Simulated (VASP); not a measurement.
# TeOs (Pm-3m) in VASP: further runs, part 2 of 2

VASP 6.6.1.

### Step 3. Single point, PBE

This run uses another cell than the first one, of 23.24 Å³/atom, 1.259 times its volume.

INCAR reads:

```
PREC = Accurate
ENCUT = 520
EDIFF = 1E-7
ISMEAR = 0
SIGMA = 0.1
LREAL = False
LASPH = True
NELM = 80
ALGO = Normal
ISIF = 2
LWAVE = False
LCHARG = False
GGA = PE
NBANDS = 14
```

KPOINTS reads:

```
Automatic mesh
0
Gamma
  6 6 6
```

POSCAR reads:

```
TeOs
1.0
    3.5955571700      0.0000000000      0.0000000000
    0.0000000000      3.5955571700      0.0000000000
    0.0000000000      0.0000000000      3.5955571700
Te Os
1 1
Direct
    0.0000000000      0.0000000000      0.0000000000
    0.5000000000      0.5000000000      0.5000000000
```

Potentials or basis: VASP PAW PBE potentials, release 64 (Te, Os).

Command:

```console
$ cat potpaw_PBE.64/Te/POTCAR potpaw_PBE.64/Os/POTCAR > POTCAR
$ mpirun -np 1 vasp_std > vasp.out
```

OUTCAR:

```text
PREC = Accurate
   ENCUT = 520
   EDIFF = 1E-7
   ISMEAR = 0
   LREAL = False
   LASPH = True
   NELM = 80
   ISIF = 2
   GGA = PE

 ion  position               nearest neighbor table
   1  0.000  0.000  0.000-   2 3.11   2 3.11   2 3.11   2 3.11   2 3.11   2 3.11   2 3.11   2 3.11

   2  0.500  0.500  0.500-   1 3.11   1 3.11   1 3.11   1 3.11   1 3.11   1 3.11   1 3.11   1 3.11

  LATTYP: Found a simple cubic cell.
 ALAT       =     3.5955571700

  Lattice vectors:

 A1 = (   3.5955571700,   0.0000000000,   0.0000000000)
 A2 = (   0.0000000000,   3.5955571700,   0.0000000000)
 A3 = (   0.0000000000,   0.0000000000,   3.5955571700)

Analysis of symmetry for initial positions (statically):
=====================================================================
 Subroutine PRICEL returns:
 Original cell was already a primitive cell.

 Routine SETGRP: Setting up the symmetry group for a
 simple cubic supercell.

 Subroutine GETGRP returns: Found 48 space group operations
 (whereof 48 operations were pure point group operations)
 out of a pool of 48 trial point group operations.

The static configuration has the point symmetry O_h .

Analysis of symmetry for dynamics (positions and initial velocities):
=====================================================================
 Subroutine PRICEL returns:
 Original cell was already a primitive cell.

 Routine SETGRP: Setting up the symmetry group for a
 simple cubic supercell.

 Subroutine GETGRP returns: Found 48 space group operations
 (whereof 48 operations were pure point group operations)
 out of a pool of 48 trial point group operations.

The dynamic configuration has the point symmetry O_h .

 Subroutine INISYM returns: Found 48 space group operations
 (whereof 48 operations are pure point group operations),
 and found     1 'primitive' translations

----------------------------------------------------------------------------------------

                                     Primitive cell

  volume of cell :      46.4835

[... 113 lines left out ...]
   LRPA    =     F    only Hartree local field effects (RPA)
 non-spin polarized calculation
 Gauss-broadening in eV      SIGMA  =   0.10
  energy-cutoff  :      520.00
  volume of cell :       46.48
 maximum number of plane-waves:      1268
 NGX is ok and might be reduce to    28
   NGX = 13   NGY = 13   NGZ = 13

 number of electron      13.9999999 magnetization

 Free energy of the ion-electron system (eV)
  ---------------------------------------------------
  ext. energy  EPLUGINS =         0.00000000
  ---------------------------------------------------
  free energy    TOTEN  =       -11.66255920 eV

  energy without entropy =      -11.65523374  energy(sigma->0) =      -11.65889647

 E-fermi :   7.3833     XC(G=0): -11.1224

 val. band max:        7.2961816711   @ k =   0.3333   0.3333   0.0000
 cond. band min:       7.4462094701   @ k =   0.5000   0.0000   0.0000
 fundamental gap:      0.1500277990
 Fermi energy:         7.3832692111

 k-point     1 :       0.0000    0.0000    0.0000
  band No.  band energies     occupation
      1      -6.0261      2.00000
      2       4.6909      2.00000
      3       4.6909      2.00000
      4       6.2746      2.00000
      5       6.2746      2.00000
      6       6.2746      2.00000
      7       6.7083      2.00000
      8       6.7083      2.00000
      9       6.7083      2.00000
     10       7.6293      0.00050
     11      14.6117      0.00000
     12      14.6117      0.00000
     13      20.0441      0.00000
     14      20.0441      0.00000
[... 309 lines left out ...]
      1      -2.8183      2.00000
      2       1.9785      2.00000
      3       1.9785      2.00000
      4       1.9785      2.00000
      5       7.5788      0.00569
      6       7.5788      0.00569
      7       8.9924      0.00000
      8       8.9924      0.00000
      9       8.9924      0.00000
     10       9.6604      0.00000
     11       9.6604      0.00000
     12       9.6604      0.00000
     13       9.6908      0.00000
     14      24.8250      0.00000

------------------------ aborting loop because EDIFF is reached ----------------------------------------

  FORCE on cell =-STRESS in cart. coord.  units (eV):
  Direction    XX          YY          ZZ          XY          YZ          ZX
  --------------------------------------------------------------------------------------
  -------------------------------------------------------------------------------------
  Total       -6.2964368     -6.2964368     -6.2964368      0.0000000      0.0000000     -0.0000000
  in kB     -217.0235349   -217.0235349   -217.0235349      0.0000000      0.0000000     -0.0000000
  external PRESSURE =    -217.0235349 kB  Pullay stress =       0.0000000 kB

 VOLUME and BASIS-vectors are now :
 -----------------------------------------------------------------------------
  energy-cutoff  :      520.00
  volume of cell :       46.48
      direct lattice vectors                 reciprocal lattice vectors
     3.595557170  0.000000000  0.000000000     0.278121012  0.000000000  0.000000000
     0.000000000  3.595557170  0.000000000     0.000000000  0.278121012  0.000000000
     0.000000000  0.000000000  3.595557170     0.000000000  0.000000000  0.278121012

 POSITION                                       TOTAL-FORCE (eV/Angst)
 -----------------------------------------------------------------------------------
      0.00000      0.00000      0.00000         0.000000      0.000000      0.000000
      1.79778      1.79778      1.79778         0.000000      0.000000      0.000000
 -----------------------------------------------------------------------------------
    total drift:                                0.000000      0.000000      0.000000

  FREE ENERGIE OF THE ION-ELECTRON SYSTEM (eV)
  ---------------------------------------------------
  free  energy   TOTEN  =       -11.6625591953 eV

  energy  without entropy=      -11.6552337412  energy(sigma->0) =      -11.65889647
```

OSZICAR:

```text
N       E                     dE             d eps       ncg     rms          rms(c)
DAV:   1     0.539481342830E+02    0.53948E+02   -0.54214E+03   560   0.829E+02
DAV:   2    -0.850433107933E+01   -0.62452E+02   -0.54196E+02   628   0.198E+02
DAV:   3    -0.119490096851E+02   -0.34447E+01   -0.33153E+01   740   0.384E+01
DAV:   4    -0.119861136655E+02   -0.37104E-01   -0.37089E-01   626   0.497E+00
DAV:   5    -0.119866576025E+02   -0.54394E-03   -0.54391E-03   704   0.598E-01    0.135E+01
DAV:   6    -0.117617023056E+02    0.22496E+00   -0.12583E+00   752   0.783E+00    0.644E+00
DAV:   7    -0.116887569088E+02    0.72945E-01   -0.41576E-01   662   0.424E+00    0.451E+00
DAV:   8    -0.116631055005E+02    0.25651E-01   -0.12015E-01   664   0.253E+00    0.189E+00
DAV:   9    -0.116632569587E+02   -0.15146E-03   -0.22332E-03   596   0.332E-01    0.247E+00
DAV:  10    -0.116626093856E+02    0.64757E-03   -0.16050E-03   590   0.258E-01    0.101E+00
DAV:  11    -0.116625777291E+02    0.31656E-04   -0.36522E-04   650   0.106E-01    0.251E-01
DAV:  12    -0.116625714324E+02    0.62968E-05   -0.85427E-06   712   0.226E-02    0.137E-01
DAV:  13    -0.116625603051E+02    0.11127E-04   -0.20607E-05   746   0.339E-02    0.533E-02
DAV:  14    -0.116625599054E+02    0.39970E-06   -0.65936E-07   602   0.540E-03    0.427E-02
DAV:  15    -0.116625592385E+02    0.66684E-06   -0.18458E-07   456   0.266E-03    0.103E-02
DAV:  16    -0.116625591953E+02    0.43261E-07   -0.53935E-08   322   0.218E-03
   1 F= -.11662559E+02 E0= -.11658896E+02  d E =-.732545E-02
```

stdout:

```text
POSCAR found type information on POSCAR TeOs
 POSCAR found :  2 types and       2 ions
 scaLAPACK will be used
 LDA part: xc-table for (Slater+PW92), standard interpolation
 POSCAR, INCAR and KPOINTS ok, starting setup
 FFT: planning ... GRIDC
 FFT: planning ... GRID_SOFT
 FFT: planning ... GRID
 WAVECAR not read
 entering main loop
```

Wall time 20 s (1 thread of Intel Xeon Platinum 8488C (Sapphire Rapids), shared host); peak memory 0.16 GiB.

What came out:

- Free energy: -11.6626 eV
- Pressure: -21.7 GPa
- Band gap on the k mesh: zero (band 7 reaches 8.99 eV, above the bottom of band 8 at 6.71 eV)

Caveat: spin-orbit coupling is left out, which moves the levels of the heavy elements.

### Step 4. Single point, PBE, collinear spin, ferromagnetic start

INCAR reads:

```
PREC = Accurate
ENCUT = 520
EDIFF = 1E-6
ISMEAR = 0
SIGMA = 0.1
LREAL = False
LASPH = True
NELM = 150
ALGO = Normal
ISIF = 2
LWAVE = False
LCHARG = False
ISPIN = 2
MAGMOM = 0 1
LORBIT = 11
LMAXMIX = 4
GGA = PE
NBANDS = 18
```

KPOINTS is that of step 3.

POSCAR reads:

```
TeOs
1.0
    3.3299713881      0.0000000000      0.0000000000
    0.0000000000      3.3299713881      0.0000000000
    0.0000000000      0.0000000000      3.3299713881
Te Os
1 1
Direct
    0.0000000000      0.0000000000      0.0000000000
    0.5000000000      0.5000000000      0.5000000000
```

Command:

```console
$ cat potpaw_PBE.64/Te/POTCAR potpaw_PBE.64/Os/POTCAR > POTCAR
$ mpirun -np 1 vasp_std > vasp.out
```

It took 38 s on 1 thread of Intel Xeon Platinum 8488C (Sapphire Rapids), shared host; peak memory 0.18 GiB.

Results (log left out):

```
Free energy                                           : -12.4630 eV
Pressure                                              : 0.0 GPa
Net moment                                            : 0.09 μB per cell
Site moments                                          : Te -0.00; Os +0.10 μB
Valence electrons inside the program's atomic spheres : Te 3.32; Os 7.00
```

Levels at points of the mesh, in eV from the Fermi level:
Spin up:
```tsv
k point	band 4	band 5	band 6	band 7	band 8	band 9	band 10	band 11
(0.00, 0.00, 0.00)	-1.43	-1.43	-1.43	-1.14	-1.14	-1.14	1.76	7.69
(0.50, 0.00, 0.00)	-3.94	-3.61	-1.05	-0.03	3.98	3.98	4.80	5.24
(0.50, 0.50, 0.00)	-4.53	-2.26	-2.26	-0.38	0.07	0.97	1.14	8.29
(0.50, 0.50, 0.50)	-7.30	0.15	0.15	1.01	1.01	1.01	2.99	3.17
```
Spin down:
```
           k point  band 4  band 5  band 6  band 7  band 8  band 9  band 10  band 11
(0.00, 0.00, 0.00)   -1.43   -1.43   -1.43   -1.10   -1.10   -1.10     1.79     7.71
(0.50, 0.00, 0.00)   -3.92   -3.53   -1.01    0.07    3.99    3.99     4.79     5.25
(0.50, 0.50, 0.00)   -4.48   -2.22   -2.22   -0.34    0.17    0.97     1.21     8.30
(0.50, 0.50, 0.50)   -7.29    0.26    0.26    1.02    1.02    1.02     3.02     3.20
```

Caveat: spin-orbit coupling is left out, which moves the levels of the heavy elements.

### Step 5. Overview

```tsv
spin	cell	gap on the mesh (eV)	pressure (GPa)
off	a = 3.330 Å, 2 atoms	none	-0.1
off	a = 3.596 Å, 2 atoms	none	-21.7
collinear, ferromagnetic start	a = 3.330 Å, 2 atoms	none	0.0
```

Alike in all rows: task single point; level PBE; potentials or basis VASP PAW PBE potentials, release 64 (Te, Os); k mesh 6 × 6 × 6; cutoff (eV) 520; smearing gaussian 0.1 eV.

Caveats: spin-orbit coupling is left out, which moves the levels of the heavy elements.

Total energies depend on the potentials used, so only differences within one code and one set of settings carry meaning.
